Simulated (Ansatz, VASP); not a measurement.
**Two plane-wave programs on InSb**

```xyz
2
Lattice="2.9484 0.0000 0.0000 0.0000 2.9484 0.0000 0.0000 0.0000 6.2799" Properties=species:S:1:pos:R:3 pbc="T T T"
In    0.0000    0.0000    0.0000
Sb    0.0000    0.0000    3.1399
```

Alike in both runs: task single point; functional LDA; k mesh 16 × 16 × 8; occupations gaussian, width 0.15 eV; no spin polarisation.

|  | VASP | Ansatz |
| --- | --- | --- |
| version | VASP 6.6.1 | Ansatz 0.2.0 |
| potentials or method | VASP PAW LDA potentials, release 64 (In_d, Sb), cutoff 520 eV | scalar-relativistic, plane waves, PAW |
| valence electrons in the cell | 18 | 28 |

|  | VASP | Ansatz | Ansatz less VASP |
| --- | --- | --- | --- |
| gap on the k mesh at the Fermi level (eV) | none | none | - |
| pressure (GPa) | 0.6 | 0.5 | -0.10 |
| traceless stress, the component that is largest in VASP (GPa) | -4.23 | -4.15 | +0.078 |

Ansatz warns that its potentials were made for another functional, while VASP's fit it. LDA's correlation is that of Perdew and Zunger in VASP and of Perdew and Wang (1992) in Ansatz. A gap of «none» marks a metal or a gap that the smearing closes. VASP's potentials hold 18 valence electrons a cell and Ansatz's 28, so a difference there can come from the potentials and not from the codes.

Neither program's run includes spin-orbit coupling.
